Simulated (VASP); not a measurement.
# Ta4N3 in VASP: single point with r2SCAN

Aim: the single point of Ta4N3 with r2SCAN.

Everything below comes from runs of VASP 6.6.1. Logs are shortened: lines on timing, memory, paths and dates and some standing lists are left out, and cuts for length are marked.

**1. The cell of the first run**

The cell holds a slab with vacuum, 7 atoms: a = 3.109 Å, b = 3.109 Å, c = 24.615 Å, α = 90.00°, β = 90.00°, γ = 120.00°.

**2. Single point, r2SCAN**

Contents of POSCAR:

```
Ta4N3
1.0
    3.1088180366      0.0000000000      0.0000000000
   -1.5544090183      2.6923153954      0.0000000000
    0.0000000000      0.0000000000     24.6150178928
Ta N
4 3
Direct
    0.3333333333      0.6666666667      0.3453176446
    0.0000000000      0.0000000000      0.4484392149
    0.6666666667      0.3333333333      0.5527291142
    0.3333333333      0.6666666667      0.6528850825
    0.6666666667      0.3333333333      0.3968784297
    0.3333333333      0.6666666667      0.5005321030
    0.0000000000      0.0000000000      0.6037725054
```

Contents of INCAR.step1:

```
PREC     = Accurate       # precision mode
ENCUT    = 520            # plane-wave cutoff, eV
ISMEAR   = 0              # smearing method
SIGMA    = 0.1            # smearing width, eV
LREAL    = F              # projectors in reciprocal space
LASPH    = T              # aspherical terms in the spheres
NELM     = 60             # most SCF steps
LDIPOL   = T            
IDIPOL   = 3            
DIPOL    = 0.5 0.5 0.500
NBANDS   = 38             # bands
GGA      = PE             # functional
ALGO     = Normal         # electronic algorithm
EDIFF    = 1E-4           # SCF threshold, eV
LWAVE    = T              # write WAVECAR
LCHARG   = F              # write CHGCAR
```

Contents of INCAR.step2:

```
PREC     = Accurate       # precision mode
ENCUT    = 520            # plane-wave cutoff, eV
EDIFF    = 1E-7           # SCF threshold, eV
ISMEAR   = 0              # smearing method
SIGMA    = 0.1            # smearing width, eV
LREAL    = F              # projectors in reciprocal space
LASPH    = T              # aspherical terms in the spheres
NELM     = 60             # most SCF steps
ALGO     = Normal         # electronic algorithm
ISIF     = 2              # what is computed and relaxed
LWAVE    = F              # write WAVECAR
LCHARG   = F              # write CHGCAR
LDIPOL   = T            
IDIPOL   = 3            
DIPOL    = 0.5 0.5 0.500
METAGGA  = R2SCAN         # meta-GGA
LMIXTAU  = T            
NBANDS   = 38             # bands
ISTART   = 1
```

Contents of KPOINTS:

```
regular mesh
0
Gamma
  9 9 1
```

Potentials or basis: VASP PAW PBE potentials, release 64 (Ta_pv, N).

Run with:

```bash
$ cat potpaw_PBE.64/Ta_pv/POTCAR potpaw_PBE.64/N/POTCAR > POTCAR
$ cp INCAR.step1 INCAR
$ mpirun -np 1 vasp_std > vasp.out
$ cp INCAR.step2 INCAR
$ mpirun -np 1 vasp_std > vasp.out
```

OUTCAR:

```text
PREC = Accurate
   ENCUT = 520
   EDIFF = 1E-7
   ISMEAR = 0
   LREAL = F
   LASPH = T
   NELM = 60
   ISIF = 2
   METAGGA = R2SCAN
   ISTART = 1

 ion  position               nearest neighbor table
   1  0.333  0.667  0.345-   5 2.20   5 2.20   5 2.20   2 3.11   2 3.11   2 3.11
   2  0.000  0.000  0.448-   5 2.20   5 2.20   5 2.20   6 2.21   6 2.21   6 2.21   1 3.11   1 3.11
                             1 3.11   3 3.13   3 3.13   3 3.13
   3  0.667  0.333  0.553-   7 2.19   7 2.19   7 2.19   6 2.21   6 2.21   6 2.21   4 3.05   4 3.05
                             4 3.05   2 3.13   2 3.13   2 3.13
   4  0.333  0.667  0.653-   7 2.16   7 2.16   7 2.16   3 3.05   3 3.05   3 3.05
   5  0.667  0.333  0.397-   1 2.20   1 2.20   1 2.20   2 2.20   2 2.20   2 2.20
   6  0.333  0.667  0.501-   2 2.21   2 2.21   2 2.21   3 2.21   3 2.21   3 2.21
   7  0.000  0.000  0.604-   4 2.16   4 2.16   4 2.16   3 2.19   3 2.19   3 2.19

  LATTYP: Found a hexagonal cell.
 ALAT       =     3.1088180366
 C/A-ratio  =     7.9178059324

  Lattice vectors:

 A1 = (   3.1088180366,   0.0000000000,   0.0000000000)
 A2 = (  -1.5544090183,   2.6923153954,   0.0000000000)
 A3 = (   0.0000000000,   0.0000000000,  24.6150178928)

Analysis of symmetry for initial positions (statically):
=====================================================================
 Subroutine PRICEL returns:
 Original cell was already a primitive cell.

 Routine SETGRP: Setting up the symmetry group for a
 hexagonal supercell.

 Subroutine GETGRP returns: Found  6 space group operations
 (whereof  6 operations were pure point group operations)
 out of a pool of 24 trial point group operations.

The static configuration has the point symmetry C_3v.

Analysis of symmetry for dynamics (positions and initial velocities):
=====================================================================
 Subroutine PRICEL returns:
 Original cell was already a primitive cell.

 Routine SETGRP: Setting up the symmetry group for a
 hexagonal supercell.

 Subroutine GETGRP returns: Found  6 space group operations
 (whereof  6 operations were pure point group operations)
 out of a pool of 24 trial point group operations.

The dynamic configuration has the point symmetry C_3v.

 Subroutine INISYM returns: Found  6 space group operations
 (whereof  6 operations are pure point group operations),
 and found     1 'primitive' translations

----------------------------------------------------------------------------------------

                                     Primitive cell

  volume of cell :     206.0257

  direct lattice vectors                    reciprocal lattice vectors
     3.108818037  0.000000000  0.000000000     0.321665658  0.185713754  0.000000000
    -1.554409018  2.692315395  0.000000000     0.000000000  0.371427509  0.000000000
     0.000000000  0.000000000 24.615017893     0.000000000  0.000000000  0.040625605

  length of vectors
     3.108818037  3.108818037 24.615017893     0.371427509  0.371427509  0.040625605

  position of ions in fractional coordinates (direct lattice)
     0.333333333  0.666666667  0.345317645
     0.000000000  0.000000000  0.448439215
     0.666666667  0.333333333  0.552729114
     0.333333333  0.666666667  0.652885082
     0.666666667  0.333333333  0.396878430
     0.333333333  0.666666667  0.500532103
     0.000000000  0.000000000  0.603772505

  ion indices of the primitive-cell ions
   primitive index   ion index
                 1           1
                 2           2
                 3           3
                 4           4
                 5           5
                 6           6
                 7           7

----------------------------------------------------------------------------------------

 KPOINTS: regular mesh

Automatic generation of k-mesh.
 Grid dimensions read from file:
 generate k-points for:    9    9    1

 Generating k-lattice:

  Cartesian coordinates                     Fractional coordinates (reciprocal lattice)
     0.035740629  0.020634862  0.000000000     0.111111111  0.000000000  0.000000000
     0.000000000  0.041269723  0.000000000     0.000000000  0.111111111  0.000000000
     0.000000000  0.000000000  0.040625605     0.000000000  0.000000000  1.000000000

  Length of vectors
     0.041269723  0.041269723  0.040625605

  Shift w.r.t. Gamma in fractional coordinates (k-lattice)
     0.000000000  0.000000000  0.000000000

 Subroutine IBZKPT returns following result:
 ===========================================

 Found     12 irreducible k-points:

 Following reciprocal coordinates:
            Coordinates               Weight
  0.000000  0.000000  0.000000      1.000000
  0.111111 -0.000000  0.000000      6.000000
  0.222222 -0.000000  0.000000      6.000000
  0.333333 -0.000000  0.000000      6.000000
  0.444444 -0.000000  0.000000      6.000000
  0.111111  0.111111  0.000000      6.000000
  0.222222  0.111111  0.000000     12.000000
  0.333333  0.111111  0.000000     12.000000
  0.444444  0.111111  0.000000      6.000000
  0.222222  0.222222  0.000000      6.000000
  0.333333  0.222222  0.000000     12.000000
  0.333333  0.333333  0.000000      2.000000
   k-points           NKPTS =     12   k-points in BZ     NKDIM =     12   number of bands    NBANDS=     38
   number of dos      NEDOS =    301   number of ions     NIONS =      7
   total plane-waves  NPLWV = 110592
   dimension x,y,z NGX =    24 NGY =   24 NGZ =  192
   dimension x,y,z NGXF=    48 NGYF=   48 NGZF=  384
   ions per type =               4   3
   NGX,Y,Z   is equivalent  to a cutoff of  12.83, 12.83, 12.97 a.u.
   NGXF,Y,Z  is equivalent  to a cutoff of  25.67, 25.67, 25.93 a.u.
 SYSTEM =  unknown system
   PREC   = accura    normal or accurate (medium, high low for compatibility)
   ISTART =      1    job   : 0-new  1-cont  2-samecut
   ICHARG =      0    charge: 1-file 2-atom 10-const
   ISPIN  =      1    spin polarized calculation?
   LNONCOLLINEAR =      F non collinear calculations
   LSORBIT =      F    spin-orbit coupling
   LASPH  =      T    aspherical Exc in radial PAW
   ENCUT  =  520.0 eV  38.22 Ry    6.18 a.u.   5.78  5.78 45.77*2*pi/ulx,y,z
   NELM   =     60;   NELMIN=  2; NELMDL=  0     # of ELM steps
   EDIFF  = 0.1E-06   stopping-criterion for ELM
   LREAL  =      F    real-space projection
   EDIFFG = 0.1E-05   stopping-criterion for IOM
   NSW    =      0    number of steps for IOM
   IBRION =     -1    ionic relax: 0-MD 1-quasi-New 2-CG
   NFREE  =      0    steps in history (QN), initial steepest desc. (CG)
   ISIF   =      2    stress and relaxation
   ISYM   =      2    0-nonsym 1-usesym 2-fastsym
   POTIM  = 0.5000    time-step for ionic-motion
   TEBEG  =    0.0;   TEEND  =   0.0 temperature during run
   PSTRESS=    0.0 pullay stress
   NELECT =      59.0000    total number of electrons
   NUPDOWN=      -1.0000    fix difference up-down
   EMIN   =  10.00;   EMAX   =-10.00  energy-range for DOS
   EFERMI =   0.00;   METHOD = LEGACY
   ISMEAR =     0;   SIGMA  =   0.10  broadening in eV -4-tet -1-fermi 0-gaus
   EFERMI_NEDOS =   21; number of points for ismear=-14 and -15
   IALGO  =     38    algorithm
   IMIX   =      4    mixing-type and parameters
     AMIX     =   0.40;   BMIX     =  1.00
     AMIX_MAG =   1.60;   BMIX_MAG =  1.00
  volume/ion in A,a.u.               =      29.43       198.62
  Fermi-wavevector in a.u.,A,eV,Ry     =   1.079075  2.039156 15.842668  1.164403
  Thomas-Fermi vector in A             =   2.215031
   LORBIT       =      0    0 simple, 1 ext, 2 COOP (PROOUT), +10 PAW based schemes
   METAGGA = R2SCAN    functional components
   LHFCALC =     F    Hartree Fock is set to
   AEXX    =    0.0000 exact exchange contribution
   IVDW    =     0    specifies the selected vdW correction
   LEPSILON=     F    determine dielectric tensor
   LRPA    =     F    only Hartree local field effects (RPA)
 non-spin polarized calculation
 Gauss-broadening in eV      SIGMA  =   0.10
  energy-cutoff  :      520.00
  volume of cell :      206.03
 maximum number of plane-waves:      5572
 NGX is ok and might be reduce to    24
   NGX = 11   NGY = 11   NGZ = 91

 dipolmoment           0.000000      0.000000     -0.000767 electrons x Angstroem

 number of electron      58.9999996 magnetization

 dipolmoment           0.000000      0.000000      0.000739 electrons x Angstroem

 Free energy of the ion-electron system (eV)
  ---------------------------------------------------
  ext. energy  EPLUGINS =         0.00000000
  ---------------------------------------------------
  free energy    TOTEN  =      -224.72745049 eV

  energy without entropy =     -224.70174616  energy(sigma->0) =     -224.71459833

 E-fermi :   0.4911     XC(G=0):  -6.5120

 val. band max:        0.4639475424   @ k =   0.2222   0.2222   0.0000
 cond. band min:       0.5099243589   @ k =   0.2222  -0.0000   0.0000
 fundamental gap:      0.0459768165
 Fermi energy:         0.4910562451

 k-point     1 :       0.0000    0.0000    0.0000
  band No.  band energies     occupation
      1     -37.3411      2.00000
      2     -36.9619      2.00000
      3     -36.7033      2.00000
      4     -36.7033      2.00000
      5     -36.6659      2.00000
      6     -36.6659      2.00000
[... 30 lines left out ...]
     37       2.0502      0.00000
     38       2.0502      0.00000

 k-point     2 :       0.1111   -0.0000    0.0000
  band No.  band energies     occupation
      1     -37.3120      2.00000
      2     -36.9669      2.00000
      3     -36.7729      2.00000
      4     -36.7468      2.00000
      5     -36.7261      2.00000
      6     -36.6782      2.00000
[... 30 lines left out ...]
     37       2.0613      0.00000
     38       2.4467      0.00000

 k-point     3 :       0.2222   -0.0000    0.0000
  band No.  band energies     occupation
      1     -37.2401      2.00000
      2     -37.0577      2.00000
      3     -36.9533      2.00000
      4     -36.8477      2.00000
      5     -36.7800      2.00000
      6     -36.7125      2.00000
[... 30 lines left out ...]
     37       2.5911      0.00000
     38       2.6130      0.00000

 k-point     4 :       0.3333   -0.0000    0.0000
  band No.  band energies     occupation
      1     -37.2736      2.00000
      2     -37.2099      2.00000
      3     -37.0724      2.00000
      4     -36.8621      2.00000
      5     -36.8379      2.00000
      6     -36.7538      2.00000
[... 30 lines left out ...]
     37       3.0225      0.00000
     38       3.1488      0.00000
[... 211 lines left out ...]
      4     -36.9225      2.00000
      5     -36.9027      2.00000
      6     -36.8335      2.00000
[... 30 lines left out ...]
     37       3.5762      0.00000
     38       3.8452      0.00000

 k-point    11 :       0.3333    0.2222    0.0000
  band No.  band energies     occupation
      1     -37.3157      2.00000
      2     -37.2477      2.00000
      3     -37.0650      2.00000
      4     -36.9899      2.00000
      5     -36.9296      2.00000
      6     -36.8589      2.00000
[... 30 lines left out ...]
     37       3.7286      0.00000
     38       3.9763      0.00000

 k-point    12 :       0.3333    0.3333    0.0000
  band No.  band energies     occupation
      1     -37.2289      2.00000
      2     -37.1937      2.00000
      3     -37.1923      2.00000
      4     -37.0768      2.00000
      5     -36.8985      2.00000
      6     -36.8910      2.00000
[... 30 lines left out ...]
     37       3.5493      0.00000
     38       3.7304      0.00000

------------------------ aborting loop because EDIFF is reached ----------------------------------------

 vacuum level on the upper side and lower side of the slab       (xc-potential included)         0.039         0.026

  FORCE on cell =-STRESS in cart. coord.  units (eV):
  Direction    XX          YY          ZZ          XY          YZ          ZX
  --------------------------------------------------------------------------------------
  -------------------------------------------------------------------------------------
  Total       -5.2391294     -5.2391294     -0.1437976     -0.0000000      0.0000000      0.0000000
  in kB      -40.7425602    -40.7425602     -1.1182553     -0.0000000      0.0000000      0.0000000
  external PRESSURE =     -27.5344586 kB  Pullay stress =       0.0000000 kB

 VOLUME and BASIS-vectors are now :
 -----------------------------------------------------------------------------
  energy-cutoff  :      520.00
  volume of cell :      206.03
      direct lattice vectors                 reciprocal lattice vectors
     3.108818037  0.000000000  0.000000000     0.321665658  0.185713754  0.000000000
    -1.554409018  2.692315395  0.000000000     0.000000000  0.371427509  0.000000000
     0.000000000  0.000000000 24.615017893     0.000000000  0.000000000  0.040625605

 POSITION                                       TOTAL-FORCE (eV/Angst)
 -----------------------------------------------------------------------------------
     -0.00000      1.79488      8.50000        -0.000000      0.000000      0.392789
      0.00000      0.00000     11.03834         0.000000     -0.000000     -0.215547
      1.55441      0.89744     13.60544         0.000000     -0.000000      0.044724
     -0.00000      1.79488     16.07078         0.000000     -0.000000      0.082644
      1.55441      0.89744      9.76917        -0.000000      0.000000     -0.297091
     -0.00000      1.79488     12.32061        -0.000000     -0.000000     -0.018571
      0.00000      0.00000     14.86187         0.000000     -0.000000      0.011053
 -----------------------------------------------------------------------------------
    total drift:                               -0.000000      0.000000      0.000110

  FREE ENERGIE OF THE ION-ELECTRON SYSTEM (eV)
  ---------------------------------------------------
  free  energy   TOTEN  =      -224.7274504862 eV

  energy  without entropy=     -224.7017461640  energy(sigma->0) =     -224.71459833

 vacuum level on the upper side and lower side of the slab         5.572         5.556
```

Wall time 20 min (1 thread of Intel Xeon 8259CL, shared host); peak memory 0.41 GiB.

What came out:

* Free energy: -224.7275 eV
* Largest force: 0.393 eV/Å
* Band gap on the k mesh: zero (an odd number of electrons rules out a gap without spin polarisation)

Forces on the atoms (eV/Å):
```
Ta   0.000  0.000  0.393
Ta   0.000  0.000 -0.216
Ta   0.000  0.000  0.045
Ta   0.000  0.000  0.083
N    0.000  0.000 -0.297
N    0.000  0.000 -0.019
N    0.000  0.000  0.011
```

Caveat: the PAW data sets were made with another functional, which shifts forces and pressure a little; spin-orbit coupling is left out, which moves the levels of the heavy elements.
